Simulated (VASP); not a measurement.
# BaTiO3 (P4/mmm) in VASP: further runs

Runs on BaTiO3. Level: PBE. Tasks: single point.

All numbers are computed with VASP 6.6.1; they aren't measurements. Logs are shortened: lines on timing, memory, paths and dates and some standing lists are left out, and cuts for length are marked.

### Step 1. The cell of the first run

It takes space group P4/mmm (No. 123, tetragonal). Conventional cell: a = 3.887 Å, b = 3.887 Å, c = 4.007 Å, α = 90.00°, β = 90.00°, γ = 90.00°. Within 3.6 Å of Ba (site symmetry 4/mmm) lie 12 O at 2.75 to 2.79 Å and 8 Ti at 3.40 Å. Ti (site symmetry 4/mmm) has 6 O at 1.94 to 2.00 Å within 2.6 Å. O (site symmetry mmm) has 2 Ti at 1.94 Å within 2.6 Å. Within 2.8 Å of O (site symmetry 4/mmm) lie 2 Ti at 2.00 Å and 4 Ba at 2.75 Å and 8 O at 2.79 Å.

### Step 2. Single point, PBE (equal xx and yy strain of -3 %)

INCAR

```
PREC = Accurate ; ENCUT = 600
EDIFF = 1E-6 ; ISMEAR = -1
SIGMA = 0.05 ; LREAL = False
LASPH = True ; NELM = 120
ALGO = Normal ; ISIF = 2
LWAVE = False ; LCHARG = False
GGA = PE ; NBANDS = 28
GGA_COMPAT = False
```

KPOINTS

```
Automatic mesh
0
Gamma
  8 8 8
```

POSCAR

```
BaTiO3
1.0
    3.8870810000      0.0000000000      0.0000000000
    0.0000000000      3.8870810000      0.0000000000
    0.0000000000      0.0000000000      4.0073000000
Ba Ti O
1 1 3
Direct
    0.5000000000      0.5000000000      0.5000000000
    0.0000000000      0.0000000000      0.0000000000
    0.5000000000      0.0000000000      0.0000000000
    0.0000000000      0.5000000000      0.0000000000
    0.0000000000      0.0000000000      0.5000000000
```

Potentials or basis: VASP PAW PBE potentials, release 64 (Ba_sv, Ti_sv, O).

Command:

```bash
> cat potpaw_PBE.64/Ba_sv/POTCAR potpaw_PBE.64/Ti_sv/POTCAR potpaw_PBE.64/O/POTCAR > POTCAR
> mpirun -np 1 vasp_std > vasp.out
```

OUTCAR:

```text
PREC = Accurate
   ENCUT = 600
   EDIFF = 1E-6
   ISMEAR = -1
   LREAL = False
   LASPH = True
   NELM = 120
   ISIF = 2
   GGA = PE

 ion  position               nearest neighbor table
   1  0.500  0.500  0.500-   5 2.75   5 2.75   5 2.75   5 2.75   4 2.79   3 2.79   4 2.79   3 2.79
                             4 2.79   3 2.79   4 2.79   3 2.79   2 3.40   2 3.40   2 3.40   2 3.40
   2  0.000  0.000  0.000-   3 1.94   4 1.94   4 1.94   3 1.94   5 2.00   5 2.00   1 3.40   1 3.40
                             1 3.40   1 3.40   1 3.40   1 3.40   1 3.40   1 3.40
   3  0.500  0.000  0.000-   2 1.94   2 1.94   1 2.79   1 2.79   1 2.79   1 2.79
   4  0.000  0.500  0.000-   2 1.94   2 1.94   1 2.79   1 2.79   1 2.79   1 2.79
   5  0.000  0.000  0.500-   2 2.00   2 2.00   1 2.75   1 2.75   1 2.75   1 2.75

  LATTYP: Found a simple tetragonal cell.
 ALAT       =     3.8870810000
 C/A-ratio  =     1.0309278351

  Lattice vectors:

 A1 = (   3.8870810000,   0.0000000000,   0.0000000000)
 A2 = (   0.0000000000,   3.8870810000,   0.0000000000)
 A3 = (   0.0000000000,   0.0000000000,   4.0073000000)

Analysis of symmetry for initial positions (statically):
=====================================================================
 Subroutine PRICEL returns:
 Original cell was already a primitive cell.

 Routine SETGRP: Setting up the symmetry group for a
 simple tetragonal supercell.

 Subroutine GETGRP returns: Found 16 space group operations
 (whereof 16 operations were pure point group operations)
 out of a pool of 16 trial point group operations.

The static configuration has the point symmetry D_4h.

Analysis of symmetry for dynamics (positions and initial velocities):
=====================================================================
 Subroutine PRICEL returns:
 Original cell was already a primitive cell.

 Routine SETGRP: Setting up the symmetry group for a
 simple tetragonal supercell.

 Subroutine GETGRP returns: Found 16 space group operations
 (whereof 16 operations were pure point group operations)
 out of a pool of 16 trial point group operations.

The dynamic configuration has the point symmetry D_4h.

 Subroutine INISYM returns: Found 16 space group operations
 (whereof 16 operations are pure point group operations),
 and found     1 'primitive' translations

----------------------------------------------------------------------------------------

                                     Primitive cell

  volume of cell :      60.5479

  direct lattice vectors                    reciprocal lattice vectors
     3.887081000  0.000000000  0.000000000     0.257262455  0.000000000  0.000000000
     0.000000000  3.887081000  0.000000000     0.000000000  0.257262455  0.000000000
     0.000000000  0.000000000  4.007300000     0.000000000  0.000000000  0.249544581

  length of vectors
     3.887081000  3.887081000  4.007300000     0.257262455  0.257262455  0.249544581

  position of ions in fractional coordinates (direct lattice)
     0.500000000  0.500000000  0.500000000
     0.000000000  0.000000000  0.000000000
     0.500000000  0.000000000  0.000000000
     0.000000000  0.500000000  0.000000000
     0.000000000  0.000000000  0.500000000

  ion indices of the primitive-cell ions
   primitive index   ion index
                 1           1
                 2           2
                 3           3
                 4           4
                 5           5

----------------------------------------------------------------------------------------

 KPOINTS: Automatic mesh

Automatic generation of k-mesh.
 Grid dimensions read from file:
 generate k-points for:    8    8    8

 Generating k-lattice:

  Cartesian coordinates                     Fractional coordinates (reciprocal lattice)
     0.032157807  0.000000000  0.000000000     0.125000000  0.000000000  0.000000000
     0.000000000  0.032157807  0.000000000     0.000000000  0.125000000  0.000000000
     0.000000000  0.000000000  0.031193073     0.000000000  0.000000000  0.125000000

  Length of vectors
     0.032157807  0.032157807  0.031193073

  Shift w.r.t. Gamma in fractional coordinates (k-lattice)
     0.000000000  0.000000000  0.000000000

 Subroutine IBZKPT returns following result:
 ===========================================

 Found     75 irreducible k-points:

 Following reciprocal coordinates:
            Coordinates               Weight
  0.000000  0.000000  0.000000      1.000000
  0.125000  0.000000  0.000000      4.000000
  0.250000  0.000000  0.000000      4.000000
  0.375000  0.000000  0.000000      4.000000
  0.500000  0.000000  0.000000      2.000000
  0.125000  0.125000  0.000000      4.000000
[... 16 lines left out ...]
  0.375000  0.125000  0.125000     16.000000
  0.500000  0.125000  0.125000      8.000000
 [... further k-points ...]
   k-points           NKPTS =     75   k-points in BZ     NKDIM =     75   number of bands    NBANDS=     28
   number of dos      NEDOS =    301   number of ions     NIONS =      5
   total plane-waves  NPLWV =  32768
   dimension x,y,z NGX =    32 NGY =   32 NGZ =   32
   dimension x,y,z NGXF=    64 NGYF=   64 NGZF=   64
   ions per type =               1   1   3
   NGX,Y,Z   is equivalent  to a cutoff of  13.69, 13.69, 13.28 a.u.
   NGXF,Y,Z  is equivalent  to a cutoff of  27.37, 27.37, 26.55 a.u.
 SYSTEM =  unknown system
   PREC   = accura    normal or accurate (medium, high low for compatibility)
   ISTART =      0    job   : 0-new  1-cont  2-samecut
   ICHARG =      2    charge: 1-file 2-atom 10-const
   ISPIN  =      1    spin polarized calculation?
   LNONCOLLINEAR =      F non collinear calculations
   LSORBIT =      F    spin-orbit coupling
   LASPH  =      T    aspherical Exc in radial PAW
   ENCUT  =  600.0 eV  44.10 Ry    6.64 a.u.   7.76  7.76  8.00*2*pi/ulx,y,z
   NELM   =    120;   NELMIN=  2; NELMDL= -5     # of ELM steps
   EDIFF  = 0.1E-05   stopping-criterion for ELM
   LREAL  =      F    real-space projection
[... 7 lines left out ...]
   TEBEG  =    0.0;   TEEND  =   0.0 temperature during run
   PSTRESS=    0.0 pullay stress
   NELECT =      40.0000    total number of electrons
   NUPDOWN=      -1.0000    fix difference up-down
   EMIN   =  10.00;   EMAX   =-10.00  energy-range for DOS
   EFERMI =   0.00;   METHOD = LEGACY
   ISMEAR =    -1;   SIGMA  =   0.05  broadening in eV -4-tet -1-fermi 0-gaus
   EFERMI_NEDOS =   21; number of points for ismear=-14 and -15
   IALGO  =     38    algorithm
   IMIX   =      4    mixing-type and parameters
     AMIX     =   0.40;   BMIX     =  1.00
     AMIX_MAG =   1.60;   BMIX_MAG =  1.00
  volume/ion in A,a.u.               =      12.11        81.72
  Fermi-wavevector in a.u.,A,eV,Ry     =   1.425811  2.694391 27.659769  2.032936
  Thomas-Fermi vector in A             =   2.546155
   LORBIT       =      0    0 simple, 1 ext, 2 COOP (PROOUT), +10 PAW based schemes
   GGA     = PE    functional components
   LHFCALC =     F    Hartree Fock is set to
   AEXX    =    0.0000 exact exchange contribution
   IVDW    =     0    specifies the selected vdW correction
   LEPSILON=     F    determine dielectric tensor
   LRPA    =     F    only Hartree local field effects (RPA)
 non-spin polarized calculation
  energy-cutoff  :      600.00
  volume of cell :       60.55
 maximum number of plane-waves:      2044
 NGX is ok and might be reduce to    32
   NGX = 15   NGY = 15   NGZ = 17

 number of electron      39.9999988 magnetization

 Free energy of the ion-electron system (eV)
  ---------------------------------------------------
  ext. energy  EPLUGINS =         0.00000000
  ---------------------------------------------------
  free energy    TOTEN  =       -39.73058991 eV

  energy without entropy =      -39.73058991  energy(sigma->0) =      -39.73058991

 E-fermi :   5.2366     XC(G=0): -11.5645

 val. band max:        4.3372932472   @ k =   0.5000   0.5000   0.5000
 cond. band min:       6.1264650634   @ k =   0.0000   0.0000   0.0000
 fundamental gap:      1.7891718162
 Fermi energy:         5.2365533352

 k-point     1 :       0.0000    0.0000    0.0000
  band No.  band energies     occupation
      1     -52.1024      2.00000
      2     -28.3555      2.00000
      3     -28.3555      2.00000
      4     -28.3362      2.00000
      5     -20.4065      2.00000
      6     -12.7592      2.00000
[... 20 lines left out ...]
     27       9.5711      0.00000
     28      12.3387      0.00000

 k-point     2 :       0.1250    0.0000    0.0000
  band No.  band energies     occupation
      1     -52.1021      2.00000
      2     -28.3672      2.00000
      3     -28.3550      2.00000
      4     -28.3358      2.00000
      5     -20.3817      2.00000
      6     -12.7592      2.00000
[... 20 lines left out ...]
     27       9.9076      0.00000
     28      12.7374      0.00000

 k-point     3 :       0.2500    0.0000    0.0000
  band No.  band energies     occupation
      1     -52.1015      2.00000
      2     -28.3953      2.00000
      3     -28.3539      2.00000
      4     -28.3346      2.00000
      5     -20.3206      2.00000
      6     -12.8396      2.00000
[... 20 lines left out ...]
     27      10.7477      0.00000
     28      12.8939      0.00000

 k-point     4 :       0.3750    0.0000    0.0000
  band No.  band energies     occupation
      1     -52.1010      2.00000
      2     -28.4231      2.00000
      3     -28.3528      2.00000
      4     -28.3335      2.00000
      5     -20.2578      2.00000
      6     -12.9837      2.00000
[... 578 lines left out ...]
     27      11.1903      0.00000
     28      13.0333      0.00000

 k-point    23 :       0.3750    0.1250    0.1250
  band No.  band energies     occupation
      1     -52.1006      2.00000
      2     -28.4218      2.00000
      3     -28.3639      2.00000
      4     -28.3408      2.00000
      5     -20.2283      2.00000
      6     -12.8380      2.00000
[... 20 lines left out ...]
     27      12.1630      0.00000
     28      13.2207      0.00000

 k-point    24 :       0.5000    0.1250    0.1250
  band No.  band energies     occupation
      1     -52.1003      2.00000
      2     -28.4332      2.00000
      3     -28.3634      2.00000
      4     -28.3403      2.00000
      5     -20.2045      2.00000
      6     -12.8872      2.00000
[... 20 lines left out ...]
     27      12.5670      0.00000
     28      13.3758      0.00000

 [... further k-points ...]

------------------------ aborting loop because EDIFF is reached ----------------------------------------

  FORCE on cell =-STRESS in cart. coord.  units (eV):
  Direction    XX          YY          ZZ          XY          YZ          ZX
  --------------------------------------------------------------------------------------
  -------------------------------------------------------------------------------------
  Total        6.8610211      6.8610211      4.0090688      0.0000000     -0.0000000      0.0000000
  in kB      181.5516906    181.5516906    106.0852624      0.0000000     -0.0000000      0.0000000
  external PRESSURE =     156.3962145 kB  Pullay stress =       0.0000000 kB

 VOLUME and BASIS-vectors are now :
 -----------------------------------------------------------------------------
  energy-cutoff  :      600.00
  volume of cell :       60.55
      direct lattice vectors                 reciprocal lattice vectors
     3.887081000  0.000000000  0.000000000     0.257262455  0.000000000  0.000000000
     0.000000000  3.887081000  0.000000000     0.000000000  0.257262455  0.000000000
     0.000000000  0.000000000  4.007300000     0.000000000  0.000000000  0.249544581

 POSITION                                       TOTAL-FORCE (eV/Angst)
 -----------------------------------------------------------------------------------
      1.94354      1.94354      2.00365         0.000000      0.000000      0.000000
      0.00000      0.00000      0.00000         0.000000      0.000000      0.000000
      1.94354      0.00000      0.00000         0.000000      0.000000      0.000000
      0.00000      1.94354      0.00000         0.000000      0.000000      0.000000
      0.00000      0.00000      2.00365         0.000000      0.000000      0.000000
 -----------------------------------------------------------------------------------
    total drift:                                0.000000      0.000000     -0.000000

  FREE ENERGIE OF THE ION-ELECTRON SYSTEM (eV)
  ---------------------------------------------------
  free  energy   TOTEN  =       -39.7305899085 eV

  energy  without entropy=      -39.7305899076  energy(sigma->0) =      -39.73058991
```

Run time: 2.6 min. Hardware: 1 thread of Intel Xeon 8259CL, shared host; peak memory 0.29 GiB.

Results:

```yaml
Free_energy: -39.7306 eV
Pressure: 15.6 GPa
Band_gap_on_the_k_mesh: 1.79 eV (least direct gap 1.91 eV)
```

Stress tensor (GPa, compression positive):
```
18.16  0.00  0.00
 0.00 18.16  0.00
 0.00  0.00 10.61
```

Levels at points of the mesh, in eV from the valence-band top:
```csv
k point,band 18,band 19,band 20,band 21,band 22,band 23
"(0.00, 0.00, 0.00)",-0.17,-0.12,-0.12,1.79,1.79,1.85
"(0.50, 0.00, 0.00)",-2.02,-0.79,-0.75,1.99,3.82,3.83
"(0.50, 0.50, 0.00)",-0.70,-0.70,-0.08,3.83,3.83,4.30
"(0.00, 0.00, 0.50)",-1.71,-0.73,-0.73,2.01,3.55,3.55
"(0.50, 0.00, 0.50)",-0.98,-0.97,-0.20,3.56,3.84,4.14
"(0.50, 0.50, 0.50)",-0.06,-0.06,0.00,4.44,4.44,4.58
```

Caveat: the cell differs from its parent crystal (equal xx and yy strain of -3 %); the cell stands under pressure; spin-orbit coupling is left out, which moves the levels of the heavy elements. A k mesh can miss the band edges.

### Step 3. Single point, PBE (equal xx and yy strain of -1 %)

INCAR

```
SYSTEM = BaTiO3
PREC = Accurate ; ENCUT = 520
EDIFF = 1E-6 ; ISMEAR = -1
SIGMA = 0.05 ; LREAL = .False.
LASPH = .True. ; NELM = 60
ALGO = Normal ; ISIF = 2
LWAVE = .False. ; LCHARG = .False.
GGA = PE ; NBANDS = 28
```

KPOINTS

```
regular mesh
0
Gamma
  8 8 8
  0 0 0
```

POSCAR, as its differences from that of step 2:

```diff
@@ -2,4 +2,4 @@
 1.0
-    3.8870810000      0.0000000000      0.0000000000
-    0.0000000000      3.8870810000      0.0000000000
+    3.9672270000      0.0000000000      0.0000000000
+    0.0000000000      3.9672270000      0.0000000000
     0.0000000000      0.0000000000      4.0073000000
```

Potentials or basis: VASP PAW PBE potentials, release 64 (Ba_sv, Ti_sv, O).

Command:

```bash
> cat potpaw_PBE.64/Ba_sv/POTCAR potpaw_PBE.64/Ti_sv/POTCAR potpaw_PBE.64/O/POTCAR > POTCAR
> mpirun -np 1 vasp_std > vasp.out
```

Run time: 3.1 min. Hardware: 1 thread of Intel Xeon Platinum 8259CL at 2.50GHz (Skylake/Cascade Lake), shared host; peak memory 0.26 GiB.

It converged, with:

```
Free energy            : -39.9274 eV
Pressure               : 7.0 GPa
Band gap on the k mesh : 1.76 eV (least direct gap 1.90 eV)
```

Stress tensor (GPa, compression positive):
```
7.69 0.00 0.00
0.00 7.69 0.00
0.00 0.00 5.57
```

Levels at points of the mesh, in eV from the valence-band top:
| k point | band 16 | band 17 | band 18 | band 19 | band 20 | band 21 | band 22 | band 23 | band 24 | band 25 |
| --- | --- | --- | --- | --- | --- | --- | --- | --- | --- | --- |
| (0.00, 0.00, 0.00) | -1.12 | -1.12 | -0.15 | -0.14 | -0.14 | 1.76 | 1.76 | 1.78 | 3.96 | 4.04 |
| (0.50, 0.00, 0.00) | -1.97 | -1.90 | -1.90 | -0.74 | -0.73 | 1.93 | 3.58 | 3.59 | 3.99 | 6.09 |
| (0.50, 0.50, 0.00) | -2.81 | -1.73 | -0.82 | -0.82 | -0.09 | 3.59 | 3.59 | 4.02 | 4.81 | 7.92 |
| (0.00, 0.00, 0.50) | -1.98 | -1.79 | -1.79 | -0.72 | -0.72 | 1.93 | 3.50 | 3.50 | 4.05 | 6.03 |
| (0.50, 0.00, 0.50) | -2.71 | -1.73 | -0.91 | -0.90 | -0.12 | 3.51 | 3.59 | 3.97 | 4.91 | 7.79 |
| (0.50, 0.50, 0.50) | -2.38 | -2.38 | -0.02 | -0.02 | 0.00 | 4.23 | 4.23 | 4.28 | 6.76 | 6.76 |

Caveat: the cell differs from its parent crystal (equal xx and yy strain of -1 %); the cell stands under pressure; spin-orbit coupling is left out, which moves the levels of the heavy elements.

### Step 4. Single point, PBE (equal xx and yy strain of +2 %)

INCAR

```
  ALGO = Normal
  EDIFF = 1E-6
  ENCUT = 520
  GGA = PE
  ISIF = 2
  ISMEAR = -1
  LASPH = T
  LCHARG = F
  LREAL = F
  LWAVE = F
  NBANDS = 28
  NELM = 60
  PREC = Accurate
  SIGMA = 0.05
```

KPOINTS

```
k-points
0
Gamma
  8 8 8
```

POSCAR, as its differences from that of step 3:

```diff
@@ -2,4 +2,4 @@
 1.0
-    3.9672270000      0.0000000000      0.0000000000
-    0.0000000000      3.9672270000      0.0000000000
+    4.0874460000      0.0000000000      0.0000000000
+    0.0000000000      4.0874460000      0.0000000000
     0.0000000000      0.0000000000      4.0073000000
```

Command:

```bash
> cat potpaw_PBE.64/Ba_sv/POTCAR potpaw_PBE.64/Ti_sv/POTCAR potpaw_PBE.64/O/POTCAR > POTCAR
> mpirun -np 1 vasp_std > vasp.out
```

It took 3.8 min on 1 thread of Intel Xeon Platinum 8259CL at 2.50GHz (Skylake/Cascade Lake), shared host; peak memory 0.27 GiB.

The run converged. Its results:

```yaml
Free_energy: -39.9651 eV
Pressure: -3.0 GPa
Band_gap_on_the_k_mesh: 1.62 eV (least direct gap 1.80 eV)
```

Stress tensor (GPa, compression positive):
```
-4.12  0.00  0.00
 0.00 -4.12  0.00
 0.00  0.00 -0.87
```

Levels at points of the mesh, in eV from the valence-band top:
```csv
k point,band 18,band 19,band 20,band 21,band 22,band 23
"(0.00, 0.00, 0.00)",-0.20,-0.20,-0.18,1.62,1.66,1.66
"(0.50, 0.00, 0.00)",-1.71,-0.73,-0.71,1.79,3.20,3.21
"(0.50, 0.50, 0.00)",-1.01,-1.01,-0.14,3.21,3.21,3.59
"(0.00, 0.00, 0.50)",-1.81,-0.74,-0.74,1.78,3.36,3.36
"(0.50, 0.00, 0.50)",-0.86,-0.85,-0.09,3.21,3.37,3.70
"(0.50, 0.50, 0.50)",-0.04,0.00,0.00,3.82,3.91,3.91
```

Caveat: the cell differs from its parent crystal (equal xx and yy strain of +2 %); the cell stands under tension; spin-orbit coupling is left out, which moves the levels of the heavy elements.

### Step 5. Overview

| cell | cutoff (eV) | gap on the mesh (eV) | pressure (GPa) |
| --- | --- | --- | --- |
| a = 3.887, b = 3.887, c = 4.007 Å, 5 atoms | 600 | 1.79 | 15.6 |
| a = 3.967, b = 3.967, c = 4.007 Å, 5 atoms | 520 | 1.76 | 7.0 |
| a = 4.087, b = 4.087, c = 4.007 Å, 5 atoms | 520 | 1.62 | -3.0 |

Alike in all rows: task single point; level PBE; potentials or basis VASP PAW PBE potentials, release 64 (Ba_sv, Ti_sv, O); no spin polarisation; k mesh 8 × 8 × 8; smearing fermi-dirac 0.05 eV.

Caveats: spin-orbit coupling is left out, which moves the levels of the heavy elements; the cell stands under pressure (at least some runs); the cell stands under tension (at least some runs).

Absolute energies hang on the potentials; compare differences alone.
